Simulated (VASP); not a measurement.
# Na2C2O5 (P2_1) in VASP: further runs

The runs below take Na2C2O5 through single point, with PBE.

Program: VASP 6.6.1. These are calculated values, not measurements. Logs are shortened: lines on timing, memory, paths and dates and some standing lists are left out, and cuts for length are marked.

**1. The cell of the first run**

It takes space group P2_1 (No. 4, monoclinic). Conventional cell: a = 2.969 Å, b = 5.496 Å, c = 9.746 Å, α = 90.00°, β = 94.95°, γ = 90.00°. Within 3.8 Å of Na (site symmetry 1) lie 13 O at 2.17 to 3.67 Å and 8 C at 2.70 to 3.59 Å and 5 Na at 2.97 to 3.74 Å. Within 3.8 Å of Na (site symmetry 1) lie 14 O at 2.15 to 3.80 Å and 8 C at 2.64 to 3.63 Å and 5 Na at 2.97 to 3.22 Å. Within 1.6 Å of C (site symmetry 1) lie 3 O at 1.23 to 1.41 Å. C (site symmetry 1) has 3 O at 1.24 to 1.39 Å within 1.7 Å. O (site symmetry 1) has 1 C at 1.24 Å within 1.7 Å. Within 1.7 Å of O (site symmetry 1) lie 1 C at 1.24 Å. Within 1.9 Å of O (site symmetry 1) lie 2 C at 1.39 to 1.41 Å. O (site symmetry 1) has 1 C at 1.24 Å within 1.7 Å.

**2. Single point, PBE**

Input file INCAR:

```
PREC = Accurate ; ENCUT = 600
EDIFF = 1E-6 ; ISMEAR = 0
SIGMA = 0.1 ; LREAL = False
LASPH = True ; NELM = 120
ALGO = Normal ; ISIF = 2
LWAVE = False ; LCHARG = False
GGA = PE ; NBANDS = 67
GGA_COMPAT = False
```

Input file KPOINTS:

```
regular mesh
0
Gamma
  6 4 2
```

Input file POSCAR:

```
Na2C2O5
1.0
    2.9694000000      0.0000000000      0.0000000000
    0.0000000000      5.4964000000      0.0000000000
   -0.8400990000      0.0000000000      9.7095240000
Na C O
4 4 10
Direct
    0.6214400000      0.4765700000      0.8782500000
    0.3785600000      0.9765700000      0.1217500000
    0.5271100000      0.2119600000      0.5826900000
    0.4728900000      0.7119600000      0.4173100000
    0.1833600000      0.7574800000      0.6641100000
    0.8166400000      0.2574800000      0.3358900000
    0.9863500000      0.0317400000      0.8456300000
    0.0136500000      0.5317400000      0.1543700000
    0.0299900000      0.8977400000      0.5719200000
    0.9700100000      0.3977400000      0.4280800000
    0.8123100000      0.0334300000      0.9562900000
    0.1876900000      0.5334300000      0.0437100000
    0.0935100000      0.8003200000      0.8013700000
    0.9064900000      0.3003200000      0.1986300000
    0.0741000000      0.2088400000      0.7734500000
    0.9259000000      0.7088400000      0.2265500000
    0.4192500000      0.5763000000      0.6534600000
    0.5807500000      0.0763000000      0.3465400000
```

Potentials or basis: VASP PAW PBE potentials, release 64 (Na_pv, C, O).

Run with:

```console
$ cat potpaw_PBE.64/Na_pv/POTCAR potpaw_PBE.64/C/POTCAR potpaw_PBE.64/O/POTCAR > POTCAR
$ mpirun -np 1 vasp_std > vasp.out
```

OUTCAR:

```text
PREC = Accurate
   ENCUT = 600
   EDIFF = 1E-6
   ISMEAR = 0
   LREAL = False
   LASPH = True
   NELM = 120
   ISIF = 2
   GGA = PE

 ion  position               nearest neighbor table
   1  0.621  0.477  0.878-  12 2.17  12 2.25  17 2.29  15 2.29  15 2.36
   2  0.379  0.977  0.122-  11 2.17  11 2.25  18 2.29  16 2.29  16 2.36
   3  0.527  0.212  0.583-  17 2.15   9 2.27   9 2.29  10 2.32  15 2.36  10 2.37
   4  0.473  0.712  0.417-  18 2.15  10 2.27  10 2.29   9 2.32  16 2.36   9 2.37
   5  0.183  0.757  0.664-  17 1.23   9 1.24  13 1.41
   6  0.817  0.257  0.336-  18 1.23  10 1.24  14 1.41
   7  0.986  0.032  0.846-  11 1.24  15 1.24  13 1.39
   8  0.014  0.532  0.154-  12 1.24  16 1.24  14 1.39
   9  0.030  0.898  0.572-   5 1.24   3 2.27   3 2.29   4 2.32   4 2.37
  10  0.970  0.398  0.428-   6 1.24   4 2.27   4 2.29   3 2.32   3 2.37
  11  0.812  0.033  0.956-   7 1.24   2 2.17   2 2.25
  12  0.188  0.533  0.044-   8 1.24   1 2.17   1 2.25
  13  0.094  0.800  0.801-   7 1.39   5 1.41
  14  0.906  0.300  0.199-   8 1.39   6 1.41
  15  0.074  0.209  0.773-   7 1.24   1 2.29   1 2.36   3 2.36
  16  0.926  0.709  0.227-   8 1.24   2 2.29   2 2.36   4 2.36
  17  0.419  0.576  0.653-   5 1.23   3 2.15   1 2.29
  18  0.581  0.076  0.347-   6 1.23   4 2.15   2 2.29

  LATTYP: Found a simple monoclinic cell.
 ALAT       =     2.9694000000
 B/A-ratio  =     1.8510136728
 C/A-ratio  =     3.2820772736
 COS(beta)  =    -0.0862011305

  Lattice vectors:

 A1 = (   2.9694000000,   0.0000000000,   0.0000000000)
 A2 = (   0.0000000000,   5.4964000000,   0.0000000000)
 A3 = (  -0.8400990000,   0.0000000000,   9.7095240000)

Analysis of symmetry for initial positions (statically):
=====================================================================
 Subroutine PRICEL returns:
 Original cell was already a primitive cell.

 Routine SETGRP: Setting up the symmetry group for a
 simple monoclinic supercell.

 Subroutine GETGRP returns: Found  2 space group operations
 (whereof  1 operations were pure point group operations)
 out of a pool of  4 trial point group operations.

The static configuration has the point symmetry C_1 .
 The point group associated with its full space group is C_2 .

Analysis of symmetry for dynamics (positions and initial velocities):
=====================================================================
 Subroutine PRICEL returns:
 Original cell was already a primitive cell.

 Routine SETGRP: Setting up the symmetry group for a
 simple monoclinic supercell.

 Subroutine GETGRP returns: Found  2 space group operations
 (whereof  1 operations were pure point group operations)
 out of a pool of  4 trial point group operations.

The dynamic configuration has the point symmetry C_1 .
 The point group associated with its full space group is C_2 .

 Subroutine INISYM returns: Found  2 space group operations
 (whereof  1 operations are pure point group operations),
 and found     1 'primitive' translations

----------------------------------------------------------------------------------------

                                     Primitive cell

  volume of cell :     158.4692

  direct lattice vectors                    reciprocal lattice vectors
     2.969400000  0.000000000  0.000000000     0.336768371  0.000000000  0.029138274
     0.000000000  5.496400000  0.000000000     0.000000000  0.181937268  0.000000000
    -0.840099000  0.000000000  9.709524000     0.000000000  0.000000000  0.102991661

  length of vectors
     2.969400000  5.496400000  9.745800256     0.338026588  0.181937268  0.102991661

  position of ions in fractional coordinates (direct lattice)
     0.621440000  0.476570000  0.878250000
     0.378560000  0.976570000  0.121750000
     0.527110000  0.211960000  0.582690000
     0.472890000  0.711960000  0.417310000
     0.183360000  0.757480000  0.664110000
     0.816640000  0.257480000  0.335890000
[... 10 lines left out ...]
     0.419250000  0.576300000  0.653460000
     0.580750000  0.076300000  0.346540000

  ion indices of the primitive-cell ions
   primitive index   ion index
                 1           1
                 2           2
                 3           3
                 4           4
                 5           5
                 6           6
[... 10 lines left out ...]
                17          17
                18          18

----------------------------------------------------------------------------------------

 KPOINTS: regular mesh

Automatic generation of k-mesh.
 Grid dimensions read from file:
 generate k-points for:    6    4    2

 Generating k-lattice:

  Cartesian coordinates                     Fractional coordinates (reciprocal lattice)
     0.056128062  0.000000000  0.004856379     0.166666667  0.000000000  0.000000000
     0.000000000  0.045484317  0.000000000     0.000000000  0.250000000  0.000000000
     0.000000000  0.000000000  0.051495830     0.000000000  0.000000000  0.500000000

  Length of vectors
     0.056337765  0.045484317  0.051495830

  Shift w.r.t. Gamma in fractional coordinates (k-lattice)
     0.000000000  0.000000000  0.000000000

 Subroutine IBZKPT returns following result:
 ===========================================

 Found     24 irreducible k-points:

 Following reciprocal coordinates:
            Coordinates               Weight
  0.000000  0.000000  0.000000      1.000000
  0.166667  0.000000 -0.000000      2.000000
  0.333333  0.000000  0.000000      2.000000
  0.500000  0.000000  0.000000      1.000000
  0.000000  0.250000  0.000000      2.000000
  0.166667  0.250000 -0.000000      4.000000
[... 16 lines left out ...]
  0.333333  0.500000  0.500000      2.000000
  0.500000  0.500000  0.500000      1.000000
   k-points           NKPTS =     24   k-points in BZ     NKDIM =     24   number of bands    NBANDS=     67
   number of dos      NEDOS =    301   number of ions     NIONS =     18
   total plane-waves  NPLWV =  92160
   dimension x,y,z NGX =    24 NGY =   48 NGZ =   80
   dimension x,y,z NGXF=    48 NGYF=   96 NGZF=  160
   ions per type =               4   4  10
   NGX,Y,Z   is equivalent  to a cutoff of  13.44, 14.52, 13.65 a.u.
   NGXF,Y,Z  is equivalent  to a cutoff of  26.87, 29.04, 27.29 a.u.
 SYSTEM =  unknown system
   PREC   = accura    normal or accurate (medium, high low for compatibility)
   ISTART =      0    job   : 0-new  1-cont  2-samecut
   ICHARG =      2    charge: 1-file 2-atom 10-const
   ISPIN  =      1    spin polarized calculation?
   LNONCOLLINEAR =      F non collinear calculations
   LSORBIT =      F    spin-orbit coupling
   LASPH  =      T    aspherical Exc in radial PAW
   ENCUT  =  600.0 eV  44.10 Ry    6.64 a.u.   5.93 10.98 19.46*2*pi/ulx,y,z
   NELM   =    120;   NELMIN=  2; NELMDL= -5     # of ELM steps
   EDIFF  = 0.1E-05   stopping-criterion for ELM
   LREAL  =      F    real-space projection
   EDIFFG = 0.1E-04   stopping-criterion for IOM
   NSW    =      0    number of steps for IOM
   IBRION =     -1    ionic relax: 0-MD 1-quasi-New 2-CG
   NFREE  =      0    steps in history (QN), initial steepest desc. (CG)
   ISIF   =      2    stress and relaxation
   ISYM   =      2    0-nonsym 1-usesym 2-fastsym
   POTIM  = 0.5000    time-step for ionic-motion
   TEBEG  =    0.0;   TEEND  =   0.0 temperature during run
   PSTRESS=    0.0 pullay stress
   NELECT =     104.0000    total number of electrons
   NUPDOWN=      -1.0000    fix difference up-down
   EMIN   =  10.00;   EMAX   =-10.00  energy-range for DOS
   EFERMI =   0.00;   METHOD = LEGACY
   ISMEAR =     0;   SIGMA  =   0.10  broadening in eV -4-tet -1-fermi 0-gaus
   EFERMI_NEDOS =   21; number of points for ismear=-14 and -15
   IALGO  =     38    algorithm
   IMIX   =      4    mixing-type and parameters
     AMIX     =   0.40;   BMIX     =  1.00
     AMIX_MAG =   1.60;   BMIX_MAG =  1.00
  volume/ion in A,a.u.               =       8.80        59.41
  Fermi-wavevector in a.u.,A,eV,Ry     =   1.422670  2.688457 27.538069  2.023991
  Thomas-Fermi vector in A             =   2.543349
   LORBIT       =      0    0 simple, 1 ext, 2 COOP (PROOUT), +10 PAW based schemes
   GGA     = PE    functional components
   LHFCALC =     F    Hartree Fock is set to
   AEXX    =    0.0000 exact exchange contribution
   IVDW    =     0    specifies the selected vdW correction
   LEPSILON=     F    determine dielectric tensor
   LRPA    =     F    only Hartree local field effects (RPA)
 non-spin polarized calculation
 Gauss-broadening in eV      SIGMA  =   0.10
  energy-cutoff  :      600.00
  volume of cell :      158.47
 maximum number of plane-waves:      5328
 NGX is ok and might be reduce to    24
   NGX = 11   NGY = 21   NGZ = 39

 number of electron     103.9999994 magnetization

 Free energy of the ion-electron system (eV)
  ---------------------------------------------------
  ext. energy  EPLUGINS =         0.00000000
  ---------------------------------------------------
  free energy    TOTEN  =      -117.92777516 eV

  energy without entropy =     -117.92777516  energy(sigma->0) =     -117.92777516

 E-fermi :   2.4508     XC(G=0): -10.7057

 val. band max:        1.9307582171   @ k =   0.5000   0.2500   0.5000
 cond. band min:       6.5833607298   @ k =   0.0000   0.0000   0.0000
 fundamental gap:      4.6526025127
 Fermi energy:         2.4508218053

 k-point     1 :       0.0000    0.0000    0.0000
  band No.  band energies     occupation
      1     -21.1472      2.00000
      2     -21.1246      2.00000
      3     -19.7033      2.00000
      4     -19.5436      2.00000
      5     -18.6350      2.00000
      6     -18.5989      2.00000
[... 56 lines left out ...]
     63      13.1896      0.00000
     64      13.1911      0.00000

 k-point     2 :       0.1667    0.0000   -0.0000
  band No.  band energies     occupation
      1     -21.0452      2.00000
      2     -21.0056      2.00000
      3     -19.6064      2.00000
      4     -19.4418      2.00000
      5     -18.5773      2.00000
      6     -18.5533      2.00000
[... 1463 lines left out ...]
     63      14.0927      0.00000
     64      14.0927      0.00000

 k-point    24 :       0.5000    0.5000    0.5000
  band No.  band energies     occupation
      1     -20.6087      2.00000
      2     -20.6087      2.00000
      3     -19.2884      2.00000
      4     -19.2884      2.00000
      5     -18.5986      2.00000
      6     -18.5986      2.00000
[... 56 lines left out ...]
     63      14.6678      0.00000
     64      14.6678      0.00000
 [bands above 64 left out]

------------------------ aborting loop because EDIFF is reached ----------------------------------------

  FORCE on cell =-STRESS in cart. coord.  units (eV):
  Direction    XX          YY          ZZ          XY          YZ          ZX
  --------------------------------------------------------------------------------------
  -------------------------------------------------------------------------------------
  Total       20.3742072     22.4274858     22.4096572      0.0000000      0.0000000     -0.9122901
  in kB      205.9900897    226.7494268    226.5691738      0.0000000      0.0000000     -9.2235601
  external PRESSURE =     219.7695634 kB  Pullay stress =       0.0000000 kB

 VOLUME and BASIS-vectors are now :
 -----------------------------------------------------------------------------
  energy-cutoff  :      600.00
  volume of cell :      158.47
      direct lattice vectors                 reciprocal lattice vectors
     2.969400000  0.000000000  0.000000000     0.336768371  0.000000000  0.029138274
     0.000000000  5.496400000  0.000000000     0.000000000  0.181937268  0.000000000
    -0.840099000  0.000000000  9.709524000     0.000000000  0.000000000  0.102991661

 POSITION                                       TOTAL-FORCE (eV/Angst)
 -----------------------------------------------------------------------------------
      1.10749      2.61942      8.52739        -0.009001      0.009632     -0.002554
      1.02181      5.36762      1.18213         0.009001      0.009632      0.002554
      1.07568      1.16502      5.65764        -0.001338      0.019309      0.008089
      1.05362      3.91322      4.05188         0.001338      0.019309     -0.008089
     -0.01345      4.16341      6.44819        -0.145100      0.054194      0.365608
      2.14275      1.41521      3.26133         0.145100      0.054194     -0.365608
[... 10 lines left out ...]
      0.69595      3.16758      6.34479         0.438600     -0.590945     -0.072499
      1.43335      0.41938      3.36474        -0.438600     -0.590945      0.072499
 -----------------------------------------------------------------------------------
    total drift:                               -0.000000      0.000271     -0.000000

  FREE ENERGIE OF THE ION-ELECTRON SYSTEM (eV)
  ---------------------------------------------------
  free  energy   TOTEN  =      -117.9277751648 eV

  energy  without entropy=     -117.9277751648  energy(sigma->0) =     -117.92777516
```

Wall time 10 min (1 thread of Intel Xeon 8259CL, shared host); peak memory 0.42 GiB.

Results:

```
Free energy            : -117.9278 eV
Pressure               : 22.0 GPa
Largest force          : 0.739 eV/Å
Band gap on the k mesh : 4.65 eV (least direct gap 4.69 eV)
```

Forces in eV/Å, atoms in the order of the input:
```
Na  -0.009  0.010 -0.003
Na   0.009  0.010  0.003
Na  -0.001  0.019  0.008
Na   0.001  0.019 -0.008
C   -0.145  0.054  0.366
C    0.145  0.054 -0.366
C    0.100 -0.360 -0.088
C   -0.100 -0.360  0.088
O   -0.218  0.436 -0.493
O    0.218  0.436  0.493
O   -0.357  0.012  0.623
O    0.357  0.012 -0.623
O   -0.002 -0.118  0.084
O    0.002 -0.118 -0.084
O    0.180  0.538 -0.379
O   -0.180  0.538  0.379
O    0.439 -0.591 -0.072
O   -0.439 -0.591  0.072
```

Stress tensor (GPa, compression positive):
```
20.60  0.00 -0.92
 0.00 22.67  0.00
-0.92  0.00 22.66
```

Caveat: the cell stands under pressure. A k mesh can miss the band edges.

**3. Single point, PBE**

This run uses another cell than the first one, of 12.34 Å³/atom.

Input file INCAR:

```
ALGO = Normal
EDIFF = 1E-6
ENCUT = 600
GGA = PE
GGA_COMPAT = F
ISIF = 2
ISMEAR = 0
LASPH = T
LCHARG = F
LREAL = F
LWAVE = F
NBANDS = 67
NELM = 120
PREC = Accurate
SIGMA = 0.1
```

Input file KPOINTS:

```
k-points
0
Gamma
  6 4 2
```

Input file POSCAR:

```
Na2C2O5
1.0
    3.5334537926      0.0000000000      0.2412245738
    0.0000000000      6.3646820251      0.0000000000
   -0.2109096818      0.0000000000      9.8651063708
Na C O
4 4 10
Direct
    0.7464467391      0.4785170733      0.8867014823
    0.2535532609      0.9785170733      0.1132985177
    0.3119364319      0.2438930008      0.5814499702
    0.6880635681      0.7438930008      0.4185500298
    0.1637883824      0.7525781524      0.6831773829
    0.8362116176      0.2525781524      0.3168226171
    0.8378438224      0.0340267900      0.8319747250
    0.1621561776      0.5340267900      0.1680252750
    0.1799959773      0.8611451006      0.5774714286
    0.8200040227      0.3611451006      0.4225285714
    0.7560188809      0.0606927699      0.9558975932
    0.2439811191      0.5606927699      0.0441024068
   -0.0099676199      0.8313529412      0.8062460568
    1.0099676199      0.3313529412      0.1937539432
   -0.1989815944      0.1624380289      0.7376234778
    1.1989815944      0.6624380289      0.2623765222
    0.2836824066      0.5697361430      0.7013710512
    0.7163175934      0.0697361430      0.2986289488
```

Potentials or basis: VASP PAW PBE potentials, release 64 (Na_pv, C, O).

Run with:

```console
$ cat potpaw_PBE.64/Na_pv/POTCAR potpaw_PBE.64/C/POTCAR potpaw_PBE.64/O/POTCAR > POTCAR
$ mpirun -np 1 vasp_std > vasp.out
```

OUTCAR:

```text
EDIFF = 1E-6
   ENCUT = 600
   GGA = PE
   ISIF = 2
   ISMEAR = 0
   LASPH = T
   LREAL = F
   NELM = 120
   PREC = Accurate

 ion  position               nearest neighbor table
   1  0.746  0.479  0.887-  12 2.37
   2  0.254  0.979  0.113-  11 2.37
   3  0.312  0.244  0.581-  15 2.38
   4  0.688  0.744  0.419-  16 2.38
   5  0.164  0.753  0.683-   9 1.25  17 1.25  13 1.43
   6  0.836  0.253  0.317-  10 1.25  18 1.25  14 1.43
   7  0.838  0.034  0.832-  15 1.25  11 1.25  13 1.42
   8  0.162  0.534  0.168-  16 1.25  12 1.25  14 1.42
   9  0.180  0.861  0.577-   5 1.25
  10  0.820  0.361  0.423-   6 1.25
[... 1850 lines left out ...]
  Total       -0.1272585      1.1192267      1.4938313      0.0000000      0.0000000     -0.1775023
  in kB       -0.9176688      8.0708140     10.7721112      0.0000000      0.0000000     -1.2799801
  external PRESSURE =       5.9750855 kB  Pullay stress =       0.0000000 kB

 VOLUME and BASIS-vectors are now :
 -----------------------------------------------------------------------------
  energy-cutoff  :      600.00
  volume of cell :      222.18
      direct lattice vectors                 reciprocal lattice vectors
     3.533453793  0.000000000  0.241224574     0.282596757  0.000000000  0.006041738
     0.000000000  6.364682025  0.000000000     0.000000000  0.157117040  0.000000000
    -0.210909682  0.000000000  9.865106371    -0.006910142  0.000000000  0.101219647

 POSITION                                       TOTAL-FORCE (eV/Angst)
 -----------------------------------------------------------------------------------
      2.45052      3.04561      8.92747        -0.001653      0.005588      0.000485
      0.87202      6.22795      1.17887         0.001653      0.005588     -0.000485
      0.97958      1.55230      5.81131         0.003970      0.006082      0.003705
      2.34296      4.73464      4.29502        -0.003970      0.006082     -0.003705
      0.43465      4.78992      6.77913        -0.090919      0.027124      0.145640
      2.88789      1.60758      3.32720         0.090919      0.027124     -0.145640
[... 10 lines left out ...]
      0.85445      3.62619      6.98753         0.117047     -0.288612      0.057432
      2.46809      0.44385      3.11880        -0.117047     -0.288612     -0.057432
 -----------------------------------------------------------------------------------
    total drift:                                0.000001      0.001159     -0.000001

  FREE ENERGIE OF THE ION-ELECTRON SYSTEM (eV)
  ---------------------------------------------------
  free  energy   TOTEN  =      -120.6910036086 eV

  energy  without entropy=     -120.6910036086  energy(sigma->0) =     -120.69100361
```

It took 15 min on 1 thread of Intel Xeon 8259CL, shared host; peak memory 0.53 GiB.

What came out:

```yaml
Free_energy: -120.6910 eV
Pressure: 0.6 GPa
Largest_force: 0.351 eV/Å
Band_gap_on_the_k_mesh: 5.10 eV (least direct gap 5.16 eV)
```

Forces in eV/Å, atoms in the order of the input:
```
Na  -0.002  0.006  0.000
Na   0.002  0.006  0.000
Na   0.004  0.006  0.004
Na  -0.004  0.006 -0.004
C   -0.091  0.027  0.146
C    0.091  0.027 -0.146
C    0.074 -0.157 -0.019
C   -0.074 -0.157  0.019
O    0.028  0.208 -0.281
O   -0.028  0.208  0.281
O   -0.084  0.036  0.309
O    0.084  0.036 -0.309
O   -0.011 -0.048  0.042
O    0.011 -0.048 -0.042
O   -0.037  0.212 -0.260
O    0.037  0.212  0.260
O    0.117 -0.289  0.057
O   -0.117 -0.289 -0.057
```

A k mesh can miss the band edges. PBE gaps usually lie below the measured ones, often by a third to a half.
